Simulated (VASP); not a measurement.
# Ru (Fm-3m) in VASP: a series of runs

Ru is run at these levels: r2SCAN; tasks: single point.

All numbers are computed with VASP 6.6.1; they aren't measurements. Logs are shortened: lines on timing, memory, paths and dates and some standing lists are left out, and cuts for length are marked.

## 1. The cell of the first run

The structure is cubic, space group Fm-3m (No. 225). The conventional cell has a = 3.628 Å, b = 3.628 Å, c = 3.628 Å, α = 90.00°, β = 90.00°, γ = 90.00°. Ru (site symmetry m-3m) has 12 Ru at 2.57 Å within 3.4 Å.

## 2. Single point, r2SCAN (volume scaled by 0.88)

File POSCAR:

```
Ru
1.0
    0.0000000000      1.8142364597      1.8142364597
    1.8142364597      0.0000000000      1.8142364597
    1.8142364597      1.8142364597      0.0000000000
Ru
1
Direct
    0.0000000000      0.0000000000      0.0000000000
```

File INCAR.step1:

```
SYSTEM = Ru
  PREC = Accurate
  ENCUT = 520
  ISMEAR = -1
  SIGMA = 0.1
  LREAL = .FALSE.
  LASPH = .TRUE.
  NELM = 80
  NBANDS = 13
  GGA = PE
  ALGO = Normal
  EDIFF = 1E-4
  LWAVE = .TRUE.
  LCHARG = .FALSE.
```

File INCAR.step2:

```
SYSTEM = Ru
  PREC = Accurate
  ENCUT = 520
  EDIFF = 1E-6
  ISMEAR = -1
  SIGMA = 0.1
  LREAL = .FALSE.
  LASPH = .TRUE.
  NELM = 80
  ALGO = Normal
  ISIF = 2
  LWAVE = .FALSE.
  LCHARG = .FALSE.
  METAGGA = R2SCAN
  LMIXTAU = .TRUE.
  NBANDS = 13
  ISTART = 1
```

File KPOINTS:

```
Automatic mesh
0
G
  16 16 16
  0 0 0
```

Potentials or basis: VASP PAW PBE potentials, release 64 (Ru_pv).

Launch:

```console
> cat potpaw_PBE.64/Ru_pv/POTCAR > POTCAR
> cp INCAR.step1 INCAR
> mpirun -np 1 vasp_std > vasp.out
> cp INCAR.step2 INCAR
> mpirun -np 1 vasp_std > vasp.out
```

OUTCAR:

```text
SYSTEM = Ru
   PREC = Accurate
   ENCUT = 520
   EDIFF = 1E-6
   ISMEAR = -1
   LREAL = .FALSE.
   LASPH = .TRUE.
   NELM = 80
   ISIF = 2
   METAGGA = R2SCAN
   ISTART = 1

 ion  position               nearest neighbor table
   1  0.000  0.000  0.000-

  LATTYP: Found a face centered cubic cell.
 ALAT       =     3.6284729194

  Lattice vectors:

 A1 = (   0.0000000000,   1.8142364597,   1.8142364597)
 A2 = (   1.8142364597,   0.0000000000,   1.8142364597)
 A3 = (   1.8142364597,   1.8142364597,   0.0000000000)

Analysis of symmetry for initial positions (statically):
=====================================================================
 Subroutine PRICEL returns:
 Original cell was already a primitive cell.

 Routine SETGRP: Setting up the symmetry group for a
 face centered cubic supercell.

 Subroutine GETGRP returns: Found 48 space group operations
 (whereof 48 operations were pure point group operations)
 out of a pool of 48 trial point group operations.

The static configuration has the point symmetry O_h .

Analysis of symmetry for dynamics (positions and initial velocities):
=====================================================================
 Subroutine PRICEL returns:
 Original cell was already a primitive cell.

 Routine SETGRP: Setting up the symmetry group for a
 face centered cubic supercell.

 Subroutine GETGRP returns: Found 48 space group operations
 (whereof 48 operations were pure point group operations)
 out of a pool of 48 trial point group operations.

The dynamic configuration has the point symmetry O_h .

 Subroutine INISYM returns: Found 48 space group operations
 (whereof 48 operations are pure point group operations),
 and found     1 'primitive' translations

----------------------------------------------------------------------------------------

                                     Primitive cell

  volume of cell :      11.9430

  direct lattice vectors                    reciprocal lattice vectors
     0.000000000  1.814236460  1.814236460    -0.275598033  0.275598033  0.275598033
     1.814236460  0.000000000  1.814236460     0.275598033 -0.275598033  0.275598033
     1.814236460  1.814236460  0.000000000     0.275598033  0.275598033 -0.275598033

  length of vectors
     2.565717807  2.565717807  2.565717807     0.477349796  0.477349796  0.477349796

  position of ions in fractional coordinates (direct lattice)
     0.000000000  0.000000000  0.000000000

  ion indices of the primitive-cell ions
   primitive index   ion index
                 1           1

----------------------------------------------------------------------------------------

 KPOINTS: Automatic mesh

Automatic generation of k-mesh.
 Grid dimensions read from file:
 generate k-points for:   16   16   16

 Generating k-lattice:

  Cartesian coordinates                     Fractional coordinates (reciprocal lattice)
    -0.017224877  0.017224877  0.017224877     0.062500000  0.000000000  0.000000000
     0.017224877 -0.017224877  0.017224877     0.000000000  0.062500000  0.000000000
     0.017224877  0.017224877 -0.017224877     0.000000000  0.000000000  0.062500000

  Length of vectors
     0.029834362  0.029834362  0.029834362

  Shift w.r.t. Gamma in fractional coordinates (k-lattice)
     0.000000000  0.000000000  0.000000000

 Subroutine IBZKPT returns following result:
 ===========================================

 Found    145 irreducible k-points:

 Following reciprocal coordinates:
            Coordinates               Weight
  0.000000  0.000000  0.000000      1.000000
  0.062500  0.000000  0.000000      8.000000
  0.125000  0.000000  0.000000      8.000000
  0.187500  0.000000  0.000000      8.000000
  0.250000  0.000000  0.000000      8.000000
  0.312500  0.000000  0.000000      8.000000
[... 16 lines left out ...]
 -0.125000  0.062500  0.000000     24.000000
 -0.062500  0.062500  0.000000     12.000000
 [... further k-points ...]
   k-points           NKPTS =    145   k-points in BZ     NKDIM =    145   number of bands    NBANDS=     13
   number of dos      NEDOS =    301   number of ions     NIONS =      1
   total plane-waves  NPLWV =   8000
   dimension x,y,z NGX =    20 NGY =   20 NGZ =   20
   dimension x,y,z NGXF=    40 NGYF=   40 NGZF=   40
   ions per type =               1
   NGX,Y,Z   is equivalent  to a cutoff of  12.96, 12.96, 12.96 a.u.
   NGXF,Y,Z  is equivalent  to a cutoff of  25.92, 25.92, 25.92 a.u.
 SYSTEM =  Ru
   PREC   = accura    normal or accurate (medium, high low for compatibility)
   ISTART =      1    job   : 0-new  1-cont  2-samecut
   ICHARG =      0    charge: 1-file 2-atom 10-const
   ISPIN  =      1    spin polarized calculation?
   LNONCOLLINEAR =      F non collinear calculations
   LSORBIT =      F    spin-orbit coupling
   LASPH  =      T    aspherical Exc in radial PAW
   ENCUT  =  520.0 eV  38.22 Ry    6.18 a.u.   4.77  4.77  4.77*2*pi/ulx,y,z
   NELM   =     80;   NELMIN=  2; NELMDL=  0     # of ELM steps
   EDIFF  = 0.1E-05   stopping-criterion for ELM
   LREAL  =      F    real-space projection
   EDIFFG = 0.1E-04   stopping-criterion for IOM
   NSW    =      0    number of steps for IOM
   IBRION =     -1    ionic relax: 0-MD 1-quasi-New 2-CG
   NFREE  =      0    steps in history (QN), initial steepest desc. (CG)
   ISIF   =      2    stress and relaxation
   ISYM   =      2    0-nonsym 1-usesym 2-fastsym
   POTIM  = 0.5000    time-step for ionic-motion
   TEBEG  =    0.0;   TEEND  =   0.0 temperature during run
   PSTRESS=    0.0 pullay stress
   NELECT =      14.0000    total number of electrons
   NUPDOWN=      -1.0000    fix difference up-down
   EMIN   =  10.00;   EMAX   =-10.00  energy-range for DOS
   EFERMI =   0.00;   METHOD = LEGACY
   ISMEAR =    -1;   SIGMA  =   0.10  broadening in eV -4-tet -1-fermi 0-gaus
   EFERMI_NEDOS =   21; number of points for ismear=-14 and -15
   IALGO  =     38    algorithm
   IMIX   =      4    mixing-type and parameters
     AMIX     =   0.40;   BMIX     =  1.00
     AMIX_MAG =   1.60;   BMIX_MAG =  1.00
  volume/ion in A,a.u.               =      11.94        80.60
  Fermi-wavevector in a.u.,A,eV,Ry     =   1.726157  3.261964 40.540163  2.979618
  Thomas-Fermi vector in A             =   2.801522
   LORBIT       =      0    0 simple, 1 ext, 2 COOP (PROOUT), +10 PAW based schemes
   METAGGA = R2SCAN    functional components
   LHFCALC =     F    Hartree Fock is set to
   AEXX    =    0.0000 exact exchange contribution
   IVDW    =     0    specifies the selected vdW correction
   LEPSILON=     F    determine dielectric tensor
   LRPA    =     F    only Hartree local field effects (RPA)
 non-spin polarized calculation
  energy-cutoff  :      520.00
  volume of cell :       11.94
 maximum number of plane-waves:       332
   NGX =  9   NGY =  9   NGZ =  9

 number of electron      14.0000003 magnetization

 Free energy of the ion-electron system (eV)
  ---------------------------------------------------
  ext. energy  EPLUGINS =         0.00000000
  ---------------------------------------------------
  free energy    TOTEN  =       -25.04454674 eV

  energy without entropy =      -25.01602419  energy(sigma->0) =      -25.03028546

 E-fermi :  15.1641     XC(G=0): -16.3305

 val. band max:       15.1568288814   @ k =  -0.4375   0.4375   0.0625
 cond. band min:      15.1663404586   @ k =  -0.2500   0.2500   0.0625
 fundamental gap:      0.0095115772
 Fermi energy:        15.1640718140

 k-point     1 :       0.0000    0.0000    0.0000
  band No.  band energies     occupation
      1     -28.6429      2.00000
      2     -28.6429      2.00000
      3     -28.6429      2.00000
      4       6.1207      2.00000
      5      11.8705      2.00000
      6      11.8705      2.00000
      7      11.8706      2.00000
      8      14.9633      1.76323
      9      14.9633      1.76323
     10      23.7304      0.00000
     11      30.6404      0.00000
     12      37.5331      0.00000
     13      37.5331      0.00000

 k-point     2 :       0.0625    0.0000    0.0000
  band No.  band energies     occupation
      1     -28.7140      2.00000
      2     -28.6516      2.00000
      3     -28.6516      2.00000
      4       6.3221      2.00000
      5      11.7565      2.00000
      6      11.9581      2.00000
      7      11.9581      2.00000
      8      14.9014      1.86509
      9      14.9014      1.86509
     10      23.7304      0.00000
     11      31.0002      0.00000
     12      36.6474      0.00000
     13      37.8740      0.00000

 k-point     3 :       0.1250    0.0000    0.0000
  band No.  band energies     occupation
      1     -28.9142      2.00000
      2     -28.6766      2.00000
      3     -28.6766      2.00000
      4       6.8778      2.00000
      5      11.4959      2.00000
      6      12.1761      2.00000
      7      12.1761      2.00000
      8      14.7790      1.95835
      9      14.7790      1.95835
     10      23.7305      0.00000
     11      31.9555      0.00000
     12      34.9620      0.00000
     13      38.8611      0.00000
[... 305 lines left out ...]
 k-point    23 :      -0.1250    0.0625    0.0000
  band No.  band energies     occupation
      1     -29.0320      2.00000
      2     -28.7424      2.00000
      3     -28.6744      2.00000
      4       7.2799      2.00000
      5      11.2522      2.00000
      6      12.3299      2.00000
      7      12.3804      2.00000
      8      14.3812      1.99920
      9      15.0869      1.36794
     10      23.7305      0.00000
     11      32.6290      0.00000
     12      34.4012      0.00000
     13      38.5908      0.00000

 k-point    24 :      -0.0625    0.0625    0.0000
  band No.  band energies     occupation
      1     -28.8132      2.00000
      2     -28.6922      2.00000
      3     -28.6542      2.00000
      4       6.6446      2.00000
      5      11.5482      2.00000
      6      12.0761      2.00000
      7      12.1516      2.00000
      8      14.6478      1.98861
      9      14.9855      1.71273
     10      23.7304      0.00000
     11      31.5688      0.00000
     12      35.8153      0.00000
     13      37.8812      0.00000

 [... further k-points ...]
[... 5 lines left out ...]
  --------------------------------------------------------------------------------------
  -------------------------------------------------------------------------------------
  Total        4.4418969      4.4418969      4.4418969      0.0000000      0.0000000      0.0000000
  in kB      595.8917761    595.8917761    595.8917761      0.0000000      0.0000000      0.0000000
  external PRESSURE =     595.8917761 kB  Pullay stress =       0.0000000 kB

 VOLUME and BASIS-vectors are now :
 -----------------------------------------------------------------------------
  energy-cutoff  :      520.00
  volume of cell :       11.94
      direct lattice vectors                 reciprocal lattice vectors
     0.000000000  1.814236460  1.814236460    -0.275598033  0.275598033  0.275598033
     1.814236460  0.000000000  1.814236460     0.275598033 -0.275598033  0.275598033
     1.814236460  1.814236460  0.000000000     0.275598033  0.275598033 -0.275598033

 POSITION                                       TOTAL-FORCE (eV/Angst)
 -----------------------------------------------------------------------------------
      0.00000      0.00000      0.00000         0.000000     -0.000000      0.000000
 -----------------------------------------------------------------------------------
    total drift:                                0.000000     -0.000000      0.000000

  FREE ENERGIE OF THE ION-ELECTRON SYSTEM (eV)
  ---------------------------------------------------
  free  energy   TOTEN  =       -25.0445467403 eV

  energy  without entropy=      -25.0160241854  energy(sigma->0) =      -25.03028546
```

Wall time 65 s (1 thread of Intel Xeon Platinum 8259CL at 2.50GHz (Skylake/Cascade Lake), shared host); peak memory 0.14 GiB.

Results:

```
Free energy            : -25.0445 eV
Pressure               : 59.6 GPa
Band gap on the k mesh : zero (band 7 reaches 18.03 eV, above the bottom of band 8 at 13.41 eV)
```

Caveat: the PAW data sets were made with another functional, which shifts forces and pressure a little.

(Part 1 of 2 ends here.)
